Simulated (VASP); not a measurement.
Wanted: the native input for a VASP 6.6.1 run.

* Task: single point
* Functional: r2SCAN
* Potentials or basis: VASP PAW PBE potentials, release 64 (W_sv)
* Cutoff: 520 eV
* k mesh: 15 × 15 × 15
* Occupations: fermi-dirac, width 0.1 eV
* Spin: no spin polarisation
* Dipole correction: no
* Further INCAR settings: ALGO = Normal; EDIFF = 1e-07; NBANDS = 13

W:

```
W
1.0
    -1.59071    1.59071    1.59071
     1.59071   -1.59071    1.59071
     1.59071    1.59071   -1.59071
W
1
Cartesian
  0.0000 0.0000 0.0000
```

One way to write it, as run:

POSCAR

```
W
1.0
   -1.5907079400      1.5907079400      1.5907079400
    1.5907079400     -1.5907079400      1.5907079400
    1.5907079400      1.5907079400     -1.5907079400
W
1
Direct
    0.0000000000      0.0000000000      0.0000000000
```

INCAR.step1

```
SYSTEM = W
PREC = Accurate
ENCUT = 520
ISMEAR = -1
SIGMA = 0.1
LREAL = .FALSE.
LASPH = .TRUE.
NELM = 60
NBANDS = 13
GGA = PE
ALGO = Normal
EDIFF = 1E-4
LWAVE = .TRUE.
LCHARG = .FALSE.
```

INCAR.step2

```
SYSTEM = W
PREC = Accurate
ENCUT = 520
EDIFF = 1E-7
ISMEAR = -1
SIGMA = 0.1
LREAL = .FALSE.
LASPH = .TRUE.
NELM = 60
ALGO = Normal
ISIF = 2
LWAVE = .FALSE.
LCHARG = .FALSE.
METAGGA = R2SCAN
LMIXTAU = .TRUE.
NBANDS = 13
ISTART = 1
```

KPOINTS

```
regular mesh
0
G
  15 15 15
  0 0 0
```

Potentials or basis: VASP PAW PBE potentials, release 64 (W_sv).

Launch:

```console
$ cat potpaw_PBE.64/W_sv/POTCAR > POTCAR
$ cp INCAR.step1 INCAR
$ mpirun -np 1 vasp_std > vasp.out
$ cp INCAR.step2 INCAR
$ mpirun -np 1 vasp_std > vasp.out
```

It gave:

| Property | Result |
| --- | --- |
| Pressure | -2.6 GPa |
| Band gap on the k mesh | zero (band 7 reaches 15.76 eV, above the bottom of band 8 at 9.81 eV) |

Caveat: the PAW data sets were made with another functional, which shifts forces and pressure a little; spin-orbit coupling is left out, which moves the levels of the heavy elements.

Wall time 32 s on 1 thread of Intel(R) Xeon(R) 6975P-C (Granite Rapids), with other jobs on the host, peak memory 0.14 GiB.
